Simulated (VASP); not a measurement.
# Si (P6_3/mmc) in VASP: a series of runs

Runs on Si. Level: PBE+D3(BJ). Tasks: single point.

All numbers are computed with VASP 6.6.1; they aren't measurements. Logs are shortened: lines on timing, memory, paths and dates and some standing lists are left out, and cuts for length are marked.

### Step 1. The cell of the first run

Symmetry: P6_3/mmc, No. 194, hexagonal system. Conventional cell: a = 2.769 Å, b = 2.769 Å, c = 4.509 Å, α = 90.00°, β = 90.00°, γ = 120.00°. Within 3.6 Å of Si (site symmetry -6m2) lie 12 Si at 2.76 to 2.77 Å.

This isn't the form of Si at room conditions, which is diamond.

### Step 2. Single point, PBE+D3(BJ) (strain +0.0500 x Voigt [1, 1, 0, 0, 0, 0])

The input, INCAR:

```
SYSTEM = Si
ALGO     = Normal         ! electronic algorithm
EDIFF    = 1E-6           ! SCF threshold, eV
ENCUT    = 520            ! plane-wave cutoff, eV
GGA      = PE             ! functional
ISIF     = 2              ! what is computed and relaxed
ISMEAR   = 0              ! smearing method
IVDW     = 12             ! dispersion correction
LASPH    = .True.         ! aspherical terms in the spheres
LCHARG   = .False.        ! write CHGCAR
LREAL    = .False.        ! projectors in reciprocal space
LWAVE    = .False.        ! write WAVECAR
NBANDS   = 11             ! bands
NELM     = 80             ! most SCF steps
PREC     = Accurate       ! precision mode
SIGMA    = 0.15           ! smearing width, eV
```

The input, KPOINTS:

```
k-points
0
Gamma
  24 24 14
  0 0 0
```

The input, POSCAR:

```
Si
1.0
    2.7688472049      0.0000000000      0.0000000000
   -1.3844236024      2.3978920186      0.0000000000
    0.0000000000      0.0000000000      4.5089914857
Si
2
Direct
    0.3333333333      0.6666666667      0.2500000000
    0.6666666667      0.3333333333      0.7500000000
```

Potentials or basis: VASP PAW PBE potentials, release 64 (Si).

On the command line:

```console
$ cat potpaw_PBE.64/Si/POTCAR > POTCAR
$ mpirun -np 1 vasp_std > vasp.out
```

OUTCAR:

```text
SYSTEM = Si
   EDIFF = 1E-6
   ENCUT = 520
   GGA = PE
   ISIF = 2
   ISMEAR = 0
   IVDW = 12
   LASPH = .True.
   LREAL = .False.
   NELM = 80
   PREC = Accurate
 IVDW          = 12

 ion  position               nearest neighbor table
   1  0.333  0.667  0.250-   2 2.76   2 2.76   2 2.76   2 2.76   2 2.76   2 2.76
   2  0.667  0.333  0.750-   1 2.76   1 2.76   1 2.76   1 2.76   1 2.76   1 2.76

  LATTYP: Found a hexagonal cell.
 ALAT       =     2.7688472049
 C/A-ratio  =     1.6284724840

  Lattice vectors:

 A1 = (   2.7688472049,   0.0000000000,   0.0000000000)
 A2 = (  -1.3844236024,   2.3978920186,   0.0000000000)
 A3 = (   0.0000000000,   0.0000000000,   4.5089914857)

Analysis of symmetry for initial positions (statically):
=====================================================================
 Subroutine PRICEL returns:
 Original cell was already a primitive cell.

 Routine SETGRP: Setting up the symmetry group for a
 hexagonal supercell.

 Subroutine GETGRP returns: Found 24 space group operations
 (whereof 12 operations were pure point group operations)
 out of a pool of 24 trial point group operations.

The static configuration has the point symmetry D_3d.
 The point group associated with its full space group is D_6h.

Analysis of symmetry for dynamics (positions and initial velocities):
=====================================================================
 Subroutine PRICEL returns:
 Original cell was already a primitive cell.

 Routine SETGRP: Setting up the symmetry group for a
 hexagonal supercell.

 Subroutine GETGRP returns: Found 24 space group operations
 (whereof 12 operations were pure point group operations)
 out of a pool of 24 trial point group operations.

The dynamic configuration has the point symmetry D_3d.
 The point group associated with its full space group is D_6h.

 Subroutine INISYM returns: Found 24 space group operations
 (whereof 12 operations are pure point group operations),
 and found     1 'primitive' translations

----------------------------------------------------------------------------------------

                                     Primitive cell

  volume of cell :      29.9370

  direct lattice vectors                    reciprocal lattice vectors
     2.768847205  0.000000000  0.000000000     0.361161135  0.208516479  0.000000000
    -1.384423602  2.397892019  0.000000000     0.000000000  0.417032957  0.000000000
     0.000000000  0.000000000  4.508991486     0.000000000  0.000000000  0.221779084

  length of vectors
     2.768847205  2.768847205  4.508991486     0.417032957  0.417032957  0.221779084

  position of ions in fractional coordinates (direct lattice)
     0.333333333  0.666666667  0.250000000
     0.666666667  0.333333333  0.750000000

  ion indices of the primitive-cell ions
   primitive index   ion index
                 1           1
                 2           2

----------------------------------------------------------------------------------------

 KPOINTS: k-points

Automatic generation of k-mesh.
 Grid dimensions read from file:
 generate k-points for:   24   24   14

 Generating k-lattice:

  Cartesian coordinates                     Fractional coordinates (reciprocal lattice)
     0.015048381  0.008688187  0.000000000     0.041666667 -0.000000000  0.000000000
     0.000000000  0.017376373  0.000000000     0.000000000  0.041666667  0.000000000
     0.000000000  0.000000000  0.015841363     0.000000000  0.000000000  0.071428571

  Length of vectors
     0.017376373  0.017376373  0.015841363

  Shift w.r.t. Gamma in fractional coordinates (k-lattice)
     0.000000000  0.000000000  0.000000000

 Subroutine IBZKPT returns following result:
 ===========================================

 Found    488 irreducible k-points:

 Following reciprocal coordinates:
            Coordinates               Weight
  0.000000  0.000000  0.000000      1.000000
  0.041667  0.000000  0.000000      6.000000
  0.083333 -0.000000  0.000000      6.000000
  0.125000 -0.000000  0.000000      6.000000
  0.166667 -0.000000  0.000000      6.000000
  0.208333 -0.000000  0.000000      6.000000
[... 16 lines left out ...]
  0.416667  0.041667  0.000000     12.000000
  0.458333  0.041667  0.000000     12.000000
 [... further k-points ...]
   k-points           NKPTS =    488   k-points in BZ     NKDIM =    488   number of bands    NBANDS=     11
   number of dos      NEDOS =    301   number of ions     NIONS =      2
   total plane-waves  NPLWV =  20736
   dimension x,y,z NGX =    24 NGY =   24 NGZ =   36
   dimension x,y,z NGXF=    48 NGYF=   48 NGZF=   72
   ions per type =               2
   NGX,Y,Z   is equivalent  to a cutoff of  14.41, 14.41, 13.27 a.u.
   NGXF,Y,Z  is equivalent  to a cutoff of  28.82, 28.82, 26.55 a.u.
 SYSTEM =  Si
   PREC   = accura    normal or accurate (medium, high low for compatibility)
   ISTART =      0    job   : 0-new  1-cont  2-samecut
   ICHARG =      2    charge: 1-file 2-atom 10-const
   ISPIN  =      1    spin polarized calculation?
   LNONCOLLINEAR =      F non collinear calculations
   LSORBIT =      F    spin-orbit coupling
   LASPH  =      T    aspherical Exc in radial PAW
   ENCUT  =  520.0 eV  38.22 Ry    6.18 a.u.   5.15  5.15  8.38*2*pi/ulx,y,z
   NELM   =     80;   NELMIN=  2; NELMDL= -5     # of ELM steps
   EDIFF  = 0.1E-05   stopping-criterion for ELM
   LREAL  =      F    real-space projection
[... 7 lines left out ...]
   TEBEG  =    0.0;   TEEND  =   0.0 temperature during run
   PSTRESS=    0.0 pullay stress
   NELECT =       8.0000    total number of electrons
   NUPDOWN=      -1.0000    fix difference up-down
   EMIN   =  10.00;   EMAX   =-10.00  energy-range for DOS
   EFERMI =   0.00;   METHOD = LEGACY
   ISMEAR =     0;   SIGMA  =   0.15  broadening in eV -4-tet -1-fermi 0-gaus
   EFERMI_NEDOS =   21; number of points for ismear=-14 and -15
   IALGO  =     38    algorithm
   IMIX   =      4    mixing-type and parameters
     AMIX     =   0.40;   BMIX     =  1.00
     AMIX_MAG =   1.60;   BMIX_MAG =  1.00
  volume/ion in A,a.u.               =      14.97       101.01
  Fermi-wavevector in a.u.,A,eV,Ry     =   1.054473  1.992665 15.128500  1.111913
  Thomas-Fermi vector in A             =   2.189635
   LORBIT       =      0    0 simple, 1 ext, 2 COOP (PROOUT), +10 PAW based schemes
   GGA     = PE    functional components
   LHFCALC =     F    Hartree Fock is set to
   AEXX    =    0.0000 exact exchange contribution
   IVDW    =    12    specifies the selected vdW correction
   LEPSILON=     F    determine dielectric tensor
   LRPA    =     F    only Hartree local field effects (RPA)
 non-spin polarized calculation
 Gauss-broadening in eV      SIGMA  =   0.15
  energy-cutoff  :      520.00
  volume of cell :       29.94
 maximum number of plane-waves:       819
 NGX is ok and might be reduce to    24
   NGX = 11   NGY = 11   NGZ = 17

 number of electron       8.0000001 magnetization

 Free energy of the ion-electron system (eV)
  ---------------------------------------------------
  ext. energy  EPLUGINS =         0.00000000
  ---------------------------------------------------
  free energy    TOTEN  =        -9.81943090 eV

  energy without entropy =       -9.81072450  energy(sigma->0) =       -9.81507770

 E-fermi :   9.7156     XC(G=0): -11.0590

 val. band max:        9.6919854384   @ k =   0.4167   0.1250   0.0714
 cond. band min:       9.7238552349   @ k =   0.0417   0.0000   0.4286
 fundamental gap:      0.0318697965
 Fermi energy:         9.7155851931

 k-point     1 :       0.0000    0.0000    0.0000
  band No.  band energies     occupation
      1      -4.4179      2.00000
      2       2.2459      2.00000
      3       3.0066      2.00000
      4      17.5269      0.00000
      5      17.5269      0.00000
      6      19.0662      0.00000
      7      19.0662      0.00000
      8      20.6692      0.00000
      9      21.1547      0.00000
     10      21.8671      0.00000
     11      22.9981      0.00000

 k-point     2 :       0.0417    0.0000    0.0000
  band No.  band energies     occupation
      1      -4.3741      2.00000
      2       2.2892      2.00000
      3       3.0479      2.00000
      4      16.8241      0.00000
      5      17.1624      0.00000
      6      18.9621      0.00000
      7      19.4436      0.00000
      8      20.6053      0.00000
      9      21.4777      0.00000
     10      22.0751      0.00000
     11      22.5655      0.00000

 k-point     3 :       0.0833   -0.0000    0.0000
  band No.  band energies     occupation
      1      -4.2427      2.00000
      2       2.4191      2.00000
      3       3.1718      2.00000
      4      15.4441      0.00000
      5      16.5045      0.00000
      6      18.5336      0.00000
      7      20.0429      0.00000
      8      20.3560      0.00000
      9      21.0641      0.00000
     10      22.0583      0.00000
     11      22.3078      0.00000

 k-point     4 :       0.1250   -0.0000    0.0000
  band No.  band energies     occupation
      1      -4.0239      2.00000
      2       2.6352      2.00000
      3       3.3782      2.00000
      4      13.9066      0.00000
      5      15.8341      0.00000
      6      17.9527      0.00000
      7      19.7443      0.00000
      8      19.7653      0.00000
      9      20.2478      0.00000
     10      22.5255      0.00000
     11      22.5714      0.00000
[... 239 lines left out ...]
 k-point    22 :       0.3750    0.0417    0.0000
  band No.  band energies     occupation
      1      -0.4802      2.00000
      2       4.6822      2.00000
      3       6.1228      2.00000
      4       6.6965      2.00000
      5      11.0316      0.00000
      6      11.8872      0.00000
      7      12.3492      0.00000
      8      16.0490      0.00000
      9      17.7817      0.00000
     10      19.9014      0.00000
     11      22.2881      0.00000

 k-point    23 :       0.4167    0.0417    0.0000
  band No.  band energies     occupation
      1       0.3611      2.00000
      2       3.5224      2.00000
      3       6.9564      2.00000
      4       7.4427      2.00000
      5       9.9107      0.06577
      6      10.8348      0.00000
      7      12.1919      0.00000
      8      15.8884      0.00000
      9      17.6427      0.00000
     10      19.7387      0.00000
     11      22.1725      0.00000

 k-point    24 :       0.4583    0.0417    0.0000
  band No.  band energies     occupation
      1       1.2214      2.00000
      2       2.5025      2.00000
      3       7.8622      2.00000
      4       8.0935      2.00000
      5       8.8607      2.00000
      6      10.0300      0.00303
      7      12.1132      0.00000
      8      15.8080      0.00000
      9      17.5730      0.00000
     10      19.6571      0.00000
     11      22.1126      0.00000

 [... further k-points ...]

------------------------ aborting loop because EDIFF is reached ----------------------------------------

 Edisp (eV)   -0.82733

 E8    (eV) :    -0.3379

  FORCE on cell =-STRESS in cart. coord.  units (eV):
  Direction    XX          YY          ZZ          XY          YZ          ZX
  --------------------------------------------------------------------------------------
  -------------------------------------------------------------------------------------
  Total      -1.54930    -1.54930    -1.30745    -0.00000    -0.00000     0.00000
  in kB     -82.91603   -82.91603   -69.97259    -0.00000    -0.00000     0.00000
  external pressure =      -78.60 kB  Pullay stress =        0.00 kB

 VOLUME and BASIS-vectors are now :
 -----------------------------------------------------------------------------
  energy-cutoff  :      520.00
  volume of cell :       29.94
      direct lattice vectors                 reciprocal lattice vectors
     2.768847205  0.000000000  0.000000000     0.361161135  0.208516479  0.000000000
    -1.384423602  2.397892019  0.000000000     0.000000000  0.417032957  0.000000000
     0.000000000  0.000000000  4.508991486     0.000000000  0.000000000  0.221779084

 POSITION                                       TOTAL-FORCE (eV/Angst)
 -----------------------------------------------------------------------------------
     -0.00000      1.59859      1.12725         0.000000      0.000000      0.000000
      1.38442      0.79930      3.38174        -0.000000     -0.000000      0.000000
 -----------------------------------------------------------------------------------
    total drift:                               -0.000000      0.000000      0.000000

  FREE ENERGIE OF THE ION-ELECTRON SYSTEM (eV)
  ---------------------------------------------------
  free  energy   TOTEN  =       -10.6467567443 eV

  energy  without entropy=      -10.6380503406  energy(sigma->0) =      -10.64240354
```

Run time: 32 s. Hardware: 1 thread of Intel Xeon 6975P-C (Granite Rapids), shared host; peak memory 0.25 GiB.

What came out:

```yaml
Free_energy: -10.6468 eV
Pressure: -7.9 GPa
Band_gap_on_the_k_mesh: zero (bands 4 and 5 overlap by 11.77 eV)
Dispersion_energy_per_atom: -0.414 eV
```

Levels at points of the mesh, in eV from the Fermi level:
| k point | band 1 | band 2 | band 3 | band 4 | band 5 | band 6 | band 7 | band 8 | band 9 |
| --- | --- | --- | --- | --- | --- | --- | --- | --- | --- |
| (0.00, 0.00, 0.00) | -14.13 | -7.47 | -6.71 | 7.81 | 7.81 | 9.35 | 9.35 | 10.95 | 11.44 |
| (0.50, 0.00, 0.00) | -8.28 | -7.51 | -1.53 | -1.48 | -1.31 | 0.14 | 3.07 | 5.35 | 8.27 |
| (0.00, 0.00, 0.50) | -12.36 | -12.36 | 1.34 | 1.34 | 9.13 | 9.13 | 9.13 | 9.13 | 11.41 |
| (0.50, 0.00, 0.50) | -6.54 | -6.54 | -5.80 | -5.80 | 4.62 | 4.62 | 5.74 | 5.74 | 7.05 |

Caveat: the cell differs from its parent crystal (strain +0.0500 x Voigt [1, 1, 0, 0, 0, 0]); the cell stands under tension.

### Step 3. Single point, PBE+D3(BJ) (strain +0.0750 x Voigt [1, 1, 0, 0, 0, 0])

The input, INCAR:

```
PREC = Accurate
ENCUT = 520
EDIFF = 1E-7
ISMEAR = 0
SIGMA = 0.15
LREAL = False
LASPH = True
NELM = 60
ALGO = Normal
ISIF = 2
LWAVE = False
LCHARG = False
GGA = PE
IVDW = 12
NBANDS = 11
```

The input, KPOINTS:

```
regular mesh
0
Gamma
  24 24 14
```

The input, POSCAR:

```
Si
1.0
    2.8347721383      0.0000000000      0.0000000000
   -1.4173860692      2.4549846857      0.0000000000
    0.0000000000      0.0000000000      4.5089914857
Si
2
Direct
    0.3333333333      0.6666666667      0.2500000000
    0.6666666667      0.3333333333      0.7500000000
```

Potentials or basis: VASP PAW PBE potentials, release 64 (Si).

On the command line:

```console
$ cat potpaw_PBE.64/Si/POTCAR > POTCAR
$ mpirun -np 1 vasp_std > vasp.out
```

Wall time 40 s (1 thread of Intel Xeon 6975P-C (Granite Rapids), shared host); peak memory 0.25 GiB.

Results (log left out):

```
Free energy                : -10.5586 eV
Pressure                   : -10.4 GPa
Band gap on the k mesh     : zero (bands 4 and 5 overlap by 10.99 eV)
Dispersion energy per atom : -0.394 eV
```

Stress tensor (GPa, compression positive):
```
-11.15   0.00   0.00
  0.00 -11.15   0.00
  0.00   0.00  -8.94
```

Levels at points of the mesh, in eV from the Fermi level:
```csv
k point,band 2,band 3,band 4,band 5,band 6,band 7
"(0.00, 0.00, 0.00)",-7.01,-6.29,7.11,7.11,8.78,8.78
"(0.50, 0.00, 0.00)",-7.29,-1.42,-1.23,-1.20,0.31,2.70
"(0.00, 0.00, 0.50)",-11.91,1.76,1.76,8.41,8.41,8.41
"(0.50, 0.00, 0.50)",-6.46,-5.57,-5.57,4.25,4.25,5.60
```

Caveat: the cell differs from its parent crystal (strain +0.0750 x Voigt [1, 1, 0, 0, 0, 0]); the cell stands under tension.

The gap in the log of VASP goes by the Fermi energy; the results here count the filled bands.